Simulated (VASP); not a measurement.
ZnS, 2 atoms in the cell. It takes space group F222 (No. 22, orthorhombic). Conventional cell: a = 5.247 Å, b = 5.409 Å, c = 5.572 Å, α = 90.00°, β = 90.00°, γ = 90.00°. Within 3.1 Å of Zn (site symmetry 222) lie 4 S at 2.34 Å. S (site symmetry 222) has 4 Zn at 2.34 Å within 3.1 Å.  This cell differs from its parent crystal: strain +0.0300 x Voigt [1, -1, 0, 0, 0, 0].

```yaml
Program: VASP 6.6.1
Task: single point
Functional: PBE
Potentials_or_basis: VASP PAW PBE potentials, release 64 (Zn, S)
Cutoff: 520 eV
k_mesh: 10 × 10 × 10
Occupations: gaussian, width 0.05 eV
Spin: no spin polarisation
Dipole_correction: no
Further_INCAR_settings: ALGO = Normal; EDIFF = 1e-06; NBANDS = 16
```

Potentials or basis: VASP PAW PBE potentials, release 64 (Zn, S).

Run with:

```sh
$ cat potpaw_PBE.64/Zn/POTCAR potpaw_PBE.64/S/POTCAR > POTCAR
$ mpirun -np 1 vasp_std > vasp.out
```

Hardware: 1 thread of Intel Xeon 8259CL, with other jobs on the host.

Problem. Estimate the wall time of this run.

Solution. It took 2.3 min on 1 thread of Intel Xeon 8259CL, on a shared host, peak memory 0.24 GiB. Counts: scf iterations 12, k points 171.
